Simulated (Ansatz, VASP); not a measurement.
**GeAu: VASP beside Ansatz**

```
CELL_PARAMETERS angstrom
3.29541 0.00000 0.00000
0.00000 3.29541 0.00000
0.00000 0.00000 3.29541
ATOMIC_POSITIONS crystal
Au 0.00000 0.00000 0.00000
Ge 0.50000 0.50000 0.50000
```

Alike in both runs: task single point; functional PBEsol; k mesh 10 × 10 × 10; occupations gaussian, width 0.05 eV; no spin polarisation.

|  | VASP | Ansatz |
| --- | --- | --- |
| version | VASP 6.6.1 | Ansatz 0.2.0 |
| potentials or method | VASP PAW PBE potentials, release 64 (Au, Ge_d), cutoff 520 eV | scalar-relativistic, plane waves, PAW |
| valence electrons in the cell | 25 | 33 |

```tsv
	VASP	Ansatz	Ansatz less VASP
pressure (GPa)	-0.1	0.0	+0.07
```

VASP's potentials were made for PBE, not for PBEsol. VASP's potentials hold 25 valence electrons a cell and Ansatz's 33, so a difference there can come from the potentials and not from the codes.

Neither program's run includes spin-orbit coupling.
